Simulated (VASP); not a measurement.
# Re (P6_3/mmc) in VASP: a series of runs

The runs below take Re through single point, with PBE.

Everything below comes from runs of VASP 6.6.1. Logs are shortened: lines on timing, memory, paths and dates and some standing lists are left out, and cuts for length are marked.

### 1 The cell of the first run

Symmetry: P6_3/mmc, No. 194, hexagonal system. Conventional cell: a = 2.685 Å, b = 2.685 Å, c = 4.336 Å, α = 90.00°, β = 90.00°, γ = 120.00°. Within 3.5 Å of Re (site symmetry -6m2) lie 12 Re at 2.67 to 2.69 Å.

### 2 Single point, PBE

The input, INCAR:

```
  PREC = Accurate
  ENCUT = 520
  EDIFF = 1E-7
  ISMEAR = 1
  SIGMA = 0.1
  LREAL = False
  LASPH = True
  NELM = 60
  ALGO = Normal
  ISIF = 2
  LWAVE = False
  LCHARG = False
  GGA = PE
  NBANDS = 14
```

The input, KPOINTS:

```
Automatic mesh
0
Gamma
  12 12 7
```

The input, POSCAR:

```
Re
1.0
    2.6851232314      0.0000000000      0.0000000000
   -1.3425616157      2.3253849941      0.0000000000
    0.0000000000      0.0000000000      4.3359955050
Re
2
Direct
    0.3333333333      0.6666666667      0.2500000000
    0.6666666667      0.3333333333      0.7500000000
```

Potentials or basis: VASP PAW PBE potentials, release 64 (Re).

Command:

```sh
$ cat potpaw_PBE.64/Re/POTCAR > POTCAR
$ mpirun -np 1 vasp_std > vasp.out
```

OUTCAR:

```text
PREC = Accurate
   ENCUT = 520
   EDIFF = 1E-7
   ISMEAR = 1
   LREAL = False
   LASPH = True
   NELM = 60
   ISIF = 2
   GGA = PE

 ion  position               nearest neighbor table
   1  0.333  0.667  0.250-   2 2.67   2 2.67   2 2.67   2 2.67   2 2.67   2 2.67
   2  0.667  0.333  0.750-   1 2.67   1 2.67   1 2.67   1 2.67   1 2.67   1 2.67

  LATTYP: Found a hexagonal cell.
 ALAT       =     2.6851232314
 C/A-ratio  =     1.6148217908

  Lattice vectors:

 A1 = (   2.6851232314,   0.0000000000,   0.0000000000)
 A2 = (  -1.3425616157,   2.3253849941,   0.0000000000)
 A3 = (   0.0000000000,   0.0000000000,   4.3359955050)

Analysis of symmetry for initial positions (statically):
=====================================================================
 Subroutine PRICEL returns:
 Original cell was already a primitive cell.

 Routine SETGRP: Setting up the symmetry group for a
 hexagonal supercell.

 Subroutine GETGRP returns: Found 24 space group operations
 (whereof 12 operations were pure point group operations)
 out of a pool of 24 trial point group operations.

The static configuration has the point symmetry D_3d.
 The point group associated with its full space group is D_6h.

Analysis of symmetry for dynamics (positions and initial velocities):
=====================================================================
 Subroutine PRICEL returns:
 Original cell was already a primitive cell.

 Routine SETGRP: Setting up the symmetry group for a
 hexagonal supercell.

 Subroutine GETGRP returns: Found 24 space group operations
 (whereof 12 operations were pure point group operations)
 out of a pool of 24 trial point group operations.

The dynamic configuration has the point symmetry D_3d.
 The point group associated with its full space group is D_6h.

 Subroutine INISYM returns: Found 24 space group operations
 (whereof 12 operations are pure point group operations),
 and found     1 'primitive' translations

----------------------------------------------------------------------------------------

                                     Primitive cell

  volume of cell :      27.0737

  direct lattice vectors                    reciprocal lattice vectors
     2.685123231  0.000000000  0.000000000     0.372422386  0.215018159  0.000000000
    -1.342561616  2.325384994  0.000000000     0.000000000  0.430036318  0.000000000
     0.000000000  0.000000000  4.335995505     0.000000000  0.000000000  0.230627545

  length of vectors
     2.685123231  2.685123286  4.335995505     0.430036326  0.430036318  0.230627545
[... 87 lines left out ...]
   ISIF   =      2    stress and relaxation
   ISYM   =      2    0-nonsym 1-usesym 2-fastsym
   POTIM  = 0.5000    time-step for ionic-motion
   TEBEG  =    0.0;   TEEND  =   0.0 temperature during run
   PSTRESS=    0.0 pullay stress
   NELECT =      14.0000    total number of electrons
   NUPDOWN=      -1.0000    fix difference up-down
   EMIN   =  10.00;   EMAX   =-10.00  energy-range for DOS
   EFERMI =   0.00;   METHOD = LEGACY
   ISMEAR =     1;   SIGMA  =   0.10  broadening in eV -4-tet -1-fermi 0-gaus
   EFERMI_NEDOS =   21; number of points for ismear=-14 and -15
   IALGO  =     38    algorithm
   IMIX   =      4    mixing-type and parameters
     AMIX     =   0.40;   BMIX     =  1.00
     AMIX_MAG =   1.60;   BMIX_MAG =  1.00
  volume/ion in A,a.u.               =      13.54        91.35
  Fermi-wavevector in a.u.,A,eV,Ry     =   1.314019  2.483135 23.492433  1.726645
  Thomas-Fermi vector in A             =   2.444301
   LORBIT       =      0    0 simple, 1 ext, 2 COOP (PROOUT), +10 PAW based schemes
   GGA     = PE    functional components
   LHFCALC =     F    Hartree Fock is set to
   AEXX    =    0.0000 exact exchange contribution
   IVDW    =     0    specifies the selected vdW correction
   LEPSILON=     F    determine dielectric tensor
   LRPA    =     F    only Hartree local field effects (RPA)
 non-spin polarized calculation
 Methfessel and Paxton  Order N= 1 SIGMA  =   0.10
  energy-cutoff  :      520.00
  volume of cell :       27.07
 maximum number of plane-waves:       748
 NGX is ok and might be reduce to    20
   NGX =  9   NGY =  9   NGZ = 17

 number of electron      14.0000000 magnetization

 Free energy of the ion-electron system (eV)
  ---------------------------------------------------
  ext. energy  EPLUGINS =         0.00000000
  ---------------------------------------------------
  free energy    TOTEN  =       -24.48825339 eV

  energy without entropy =      -24.48854257  energy(sigma->0) =      -24.48834978

 E-fermi :   8.9860     XC(G=0): -14.1952

 val. band max:        8.9846280743   @ k =   0.0833   0.0833   0.0000
 cond. band min:       9.0428393369   @ k =   0.3333   0.1667   0.4286
 fundamental gap:      0.0582112627
 Fermi energy:         8.9860158372

 k-point     1 :       0.0000    0.0000    0.0000
  band No.  band energies     occupation
      1      -1.4876      2.00000
      2       1.6909      2.00000
      3       7.1349      2.00000
      4       7.1349      2.00000
      5       7.1487      2.00000
      6       8.0926      2.00000
      7       8.0926      2.00000
      8       9.1398     -0.05190
      9       9.1398     -0.05190
     10       9.7863     -0.00000
     11      12.7151      0.00000
     12      12.7151      0.00000
     13      20.1212      0.00000
     14      23.1955      0.00000
[... 377 lines left out ...]
      1       1.8468      2.00000
      2       2.9811      2.00000
      3       4.2472      2.00000
      4       5.6264      2.00000
      5       7.2498      2.00000
      6       7.3700      2.00000
      7       8.2573      2.00000
      8      11.3073      0.00000
      9      11.3182      0.00000
     10      11.6631      0.00000
     11      13.5948      0.00000
     12      17.8736      0.00000
     13      20.5966      0.00000
     14      23.6752      0.00000

 [... further k-points ...]
[... 5 lines left out ...]
  --------------------------------------------------------------------------------------
  -------------------------------------------------------------------------------------
  Total        7.6698728      7.6698732      7.7959585     -0.0000000      0.0000000      0.0000000
  in kB      453.8902287    453.8902535    461.3517707     -0.0000000      0.0000000      0.0000000
  external PRESSURE =     456.3774176 kB  Pullay stress =       0.0000000 kB

 VOLUME and BASIS-vectors are now :
 -----------------------------------------------------------------------------
  energy-cutoff  :      520.00
  volume of cell :       27.07
      direct lattice vectors                 reciprocal lattice vectors
     2.685123231  0.000000000  0.000000000     0.372422386  0.215018159  0.000000000
    -1.342561616  2.325384994  0.000000000     0.000000000  0.430036318  0.000000000
     0.000000000  0.000000000  4.335995505     0.000000000  0.000000000  0.230627545

 POSITION                                       TOTAL-FORCE (eV/Angst)
 -----------------------------------------------------------------------------------
     -0.00000      1.55026      1.08400        -0.000000      0.000000      0.000000
      1.34256      0.77513      3.25200         0.000000     -0.000000      0.000000
 -----------------------------------------------------------------------------------
    total drift:                               -0.000000      0.000000     -0.000000

  FREE ENERGIE OF THE ION-ELECTRON SYSTEM (eV)
  ---------------------------------------------------
  free  energy   TOTEN  =       -24.4882533895 eV

  energy  without entropy=      -24.4885425704  energy(sigma->0) =      -24.48834978
```

OSZICAR:

```text
N       E                     dE             d eps       ncg     rms          rms(c)
DAV:   1     0.210556027594E+02    0.21056E+02   -0.68204E+03  4240   0.127E+03
DAV:   2    -0.248113600734E+02   -0.45867E+02   -0.40808E+02  3508   0.301E+02
DAV:   3    -0.257336383525E+02   -0.92228E+00   -0.91126E+00  3234   0.398E+01
DAV:   4    -0.257415547585E+02   -0.79164E-02   -0.79118E-02  3360   0.255E+00
DAV:   5    -0.257417181501E+02   -0.16339E-03   -0.16338E-03  3166   0.643E-01    0.501E+01
DAV:   6    -0.248569767664E+02    0.88474E+00   -0.51987E-01  3696   0.200E+01    0.231E+01
DAV:   7    -0.244985318508E+02    0.35844E+00   -0.47659E-01  3714   0.186E+01    0.406E-01
DAV:   8    -0.244891465227E+02    0.93853E-02   -0.61354E-03  3254   0.597E-01    0.138E-01
DAV:   9    -0.244882351995E+02    0.91132E-03   -0.45104E-04  3838   0.217E-01    0.399E-02
DAV:  10    -0.244882523872E+02   -0.17188E-04   -0.48611E-05  3352   0.619E-02    0.148E-02
DAV:  11    -0.244882536905E+02   -0.13033E-05   -0.53666E-07  3034   0.159E-02    0.213E-03
DAV:  12    -0.244882533775E+02    0.31295E-06   -0.12170E-07  2108   0.674E-03    0.116E-03
DAV:  13    -0.244882533895E+02   -0.11932E-07   -0.23779E-08  1874   0.446E-03
   1 F= -.24488253E+02 E0= -.24488350E+02  d E =0.289181E-03
```

stdout:

```text
POSCAR found type information on POSCAR Re
 POSCAR found :  1 types and       2 ions
 scaLAPACK will be used
 LDA part: xc-table for (Slater+PW92), standard interpolation
 POSCAR, INCAR and KPOINTS ok, starting setup
 FFT: planning ... GRIDC
 FFT: planning ... GRID_SOFT
 FFT: planning ... GRID
 WAVECAR not read
 entering main loop
```

Wall time 21 s (1 thread of AMD EPYC 7R43 (Zen 3), shared host); peak memory 0.11 GiB.

Results:

```
Free energy            : -24.4883 eV
Pressure               : 45.6 GPa
Band gap on the k mesh : zero (band 7 reaches 10.60 eV, above the bottom of band 8 at 7.14 eV)
```

Stress tensor (GPa, compression positive):
```
45.39  0.00  0.00
 0.00 45.39  0.00
 0.00  0.00 46.14
```

Caveat: spin-orbit coupling is left out, which moves the levels of the heavy elements.

(Part 1 of 2 ends here.)
